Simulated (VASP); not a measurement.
Ba:

```
Ba
1.0
     4.08281    0.00000    0.00000
     0.00000    4.08281    0.00000
     0.00000    0.00000    4.08281
Ba
1
Direct
  0.00000 0.00000 0.00000
```

```yaml
Program: VASP 6.6.1
Task: relaxation of cell and atoms
Functional: PBE
Potentials_or_basis: VASP PAW PBE potentials, release 64 (Ba_sv)
Cutoff: 600 eV
k_mesh: 14 × 14 × 14
Occupations: gaussian, width 0.1 eV
Spin: no spin polarisation
```

At the start: pressure -0.5 GPa; volume 68.06 Å³/atom.

Question: Where does the relaxation end?

Answer: Over 4 steps the energy falls by 10.1 meV/atom and the volume is 62.48 Å³/atom (-8.2 %); space group Pm-3m (No. 221, to 0.05 Å).

The path:
```
step  energy change (eV)  largest force (eV/Å)  pressure (GPa)  volume (Å³)
   1              0.0000                0.0000           -0.54        68.06
   2             -0.0063                0.0000           -0.35        65.83
   3             -0.0097                0.0000           -0.11        63.45
   4             -0.0101                0.0000            0.01        62.48
```

Final structure:
```
Ba
1.0
     3.96817    0.00000    0.00000
     0.00000    3.96817    0.00000
     0.00000    0.00000    3.96817
Ba
1
Direct
  0.00000 0.00000 0.00000
```
